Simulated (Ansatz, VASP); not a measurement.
# Two plane-wave programs on PbF2

```
CELL_PARAMETERS angstrom
0.00000 2.95795 2.95795
2.95795 0.00000 2.95795
2.95795 2.95795 0.00000
ATOMIC_POSITIONS crystal
Pb 0.00000 0.00000 0.00000
F 0.75000 0.75000 0.75000
F 0.25000 0.25000 0.25000
```

Alike in both runs: task single point; functional LDA; k mesh 4 × 4 × 4; occupations gaussian, width 0.1 eV; no spin polarisation.

|  | VASP | Ansatz |
| --- | --- | --- |
| version | VASP 6.6.1 | Ansatz 0.2.0 |
| potentials or method | VASP PAW LDA potentials, release 64 (Pb_d, F), cutoff 600 eV | scalar-relativistic, plane waves, PAW |
| valence electrons in the cell | 28 | 28 |

```csv
,VASP,Ansatz,Ansatz less VASP
gap on the k mesh at the Fermi level (eV),4.22,4.26,+0.041
least direct gap on the mesh (eV),4.38,4.42,+0.041
pressure (GPa),-4.2,-4.1,+0.06
```

LDA's correlation is that of Perdew and Zunger in VASP and of Perdew and Wang (1992) in Ansatz.

The k mesh is coarse, so the values compare programs but aren't converged. Spin-orbit coupling is off throughout.
